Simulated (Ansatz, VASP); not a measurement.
# Mg2C3 in VASP and in Ansatz

The input POSCAR:

```
Mg2C3
1.0
    2.4063201191     -2.3426107354     -0.0056849748
    2.4063201191      2.3426107354     -0.0056849748
   -1.2337819514      0.0000000000      4.8699367886
Mg C
2 3
Direct
    0.8094807413      0.8094807413      0.1980806852
    0.1905192587      0.1905192587      0.8019193148
    0.3021865357      0.3021865357      0.2622175095
    0.6978134643      0.6978134643      0.7377824905
    0.5000000000      0.5000000000      0.5000000000
```

The input INCAR.step1:

```
SYSTEM = Mg2C3
PREC = Accurate ; ENCUT = 520
EDIFF = 1E-5 ; ISMEAR = 0
SIGMA = 0.05 ; LREAL = .FALSE.
LASPH = .TRUE. ; NELM = 60
ALGO = Normal ; ISIF = 2
LWAVE = .TRUE. ; LCHARG = .FALSE.
GGA = PE ; NBANDS = 16
```

File INCAR.step2:

```
SYSTEM = Mg2C3
PREC = Accurate ; ENCUT = 520
EDIFF = 1E-7 ; ISMEAR = 0
SIGMA = 0.05 ; LREAL = .FALSE.
LASPH = .TRUE. ; NELM = 60
ALGO = Normal ; ISIF = 2
LWAVE = .FALSE. ; LCHARG = .FALSE.
GGA = PE ; LHFCALC = .TRUE.
HFSCREEN = 0.2079 ; PRECFOCK = Fast
IVDW = 12 ; ISTART = 1
VDW_S6 = 1.0 ; VDW_S8 = 2.31
VDW_A1 = 0.383 ; VDW_A2 = 5.685
NBANDS = 16
```

File KPOINTS:

```
regular mesh
0
G
  4 4 4
  0 0 0
```

Input for Ansatz:

```yaml
crystal:
  lattice:
    - [2.4063201191, -2.3426107354, -0.0056849748]
    - [2.4063201191, 2.3426107354, -0.0056849748]
    - [-1.2337819514, 0.0, 4.8699367886]
  atoms:
    - { symbol: Mg, position: [0.8094807413, 0.8094807413, 0.1980806852] }
    - { symbol: Mg, position: [0.1905192587, 0.1905192587, 0.8019193148] }
    - { symbol: C, position: [0.3021865357, 0.3021865357, 0.2622175095] }
    - { symbol: C, position: [0.6978134643, 0.6978134643, 0.7377824905] }
    - { symbol: C, position: [0.5, 0.5, 0.5] }
basis:
  ecutwfc: 420
  ecutrho_ratio: 4
kpoints:
  mp_grid: { grid: [4, 4, 4] }
hamiltonian:
  xc: hse06
  dispersion: d3bj
scf:
  occupations: { method: gaussian, width: 0.05 }
  n_extra_bands: 13
output:
  forces: true
  stress: true
  eigenvalues: true
  populations: true
  dos: { projected: true, de: 0.02 }
```

Alike in both runs: task single point; functional HSE06; dispersion D3(BJ); k mesh 4 × 4 × 4; occupations gaussian, width 0.05 eV; no spin polarisation.

```csv
,VASP,Ansatz
version,VASP 6.6.1,Ansatz 0.2.0
potentials or method,"VASP PAW PBE potentials, release 64 (Mg, C), cutoff 520 eV","scalar-relativistic, plane waves, PAW"
valence electrons in the cell,16,32
```

```csv
,VASP,Ansatz,Ansatz less VASP
gap on the k mesh at the Fermi level (eV),2.38,2.38,-0.003
least direct gap on the mesh (eV),3.10,3.10,+0.004
pressure (GPa),-7.0,-7.0,+0.06
"traceless stress, the component that is largest in VASP (GPa)",-2.08,-2.38,-0.303
rms of the force components (eV/Å),0.207,0.236,+0.0285
```

Atom by atom the forces differ by 0.029 eV/Å (rms over components). VASP's potentials hold 16 valence electrons a cell and Ansatz's 32, so a difference there can come from the potentials and not from the codes. Ansatz's warnings: stress exchange threshold loose, stress scf threshold loose.

The k mesh is coarse, so the values compare programs but aren't converged.
